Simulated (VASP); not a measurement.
Write the native input for VASP 6.6.1 that does the following.

| Item | Value |
| --- | --- |
| Task | single point |
| Functional | PBE |
| Potentials or basis | VASP PAW PBE potentials, release 64 (S) |
| Cutoff | 500 eV |
| k mesh | 9 × 9 × 9, shifted |
| Occupations | fermi-dirac, width 0.05 eV |
| Spin | no spin polarisation |
| Dipole correction | no |
| Further INCAR settings | ALGO = Normal; EDIFF = 1e-06; NBANDS = 13; ISYM = -1 |

The structure of S lies in POSCAR:

```
S
1.0
    0.0000000000      2.7698291284      2.7698291284
    2.7698291284      0.0000000000      2.7698291284
    2.7698291284      2.7698291284      0.0000000000
S
2
Direct
   -0.1700000000     -0.1100000000     -0.1100000000
    0.1700000000      0.1100000000      0.1100000000
```

The input as run:

INCAR

```
ALGO = Normal ; EDIFF = 1E-6
ENCUT = 500 ; GGA = PE
GGA_COMPAT = False ; ISIF = 2
ISMEAR = -1 ; ISYM = -1
LASPH = True ; LCHARG = False
LREAL = False ; LWAVE = False
NBANDS = 13 ; NELM = 120
PREC = Accurate ; SIGMA = 0.05
```

KPOINTS

```
explicit points
365
Reciprocal
  0.05555556   0.05555556   0.05555556 2
  0.05555556   0.05555556   0.16666667 2
  0.05555556   0.05555556   0.27777778 2
  0.05555556   0.05555556   0.38888889 2
  0.05555556   0.05555556   0.50000000 2
  0.05555556   0.05555556   0.61111111 2
[... 357 lines left out ...]
  0.50000000   0.50000000   0.38888889 2
  0.50000000   0.50000000   0.50000000 1
```

Potentials or basis: VASP PAW PBE potentials, release 64 (S).

Run with:

```bash
$ cat potpaw_PBE.64/S/POTCAR > POTCAR
$ mpirun -np 1 vasp_std > vasp.out
```

It gave:

```json
{
 "Pressure": "7.3 GPa",
 "Largest force": "3.031 eV/Å",
 "Band gap on the k mesh": "zero (bands 6 and 7 overlap by 2.40 eV)"
}
```

Caveat: the cell stands under pressure; forces of over 1 eV/Å act on the atoms, so gaps and moduli don't describe the material at rest.

It took 97 s on 1 thread of Intel(R) Xeon(R) Platinum 8488C (Sapphire Rapids), on a shared host, peak memory 0.26 GiB.
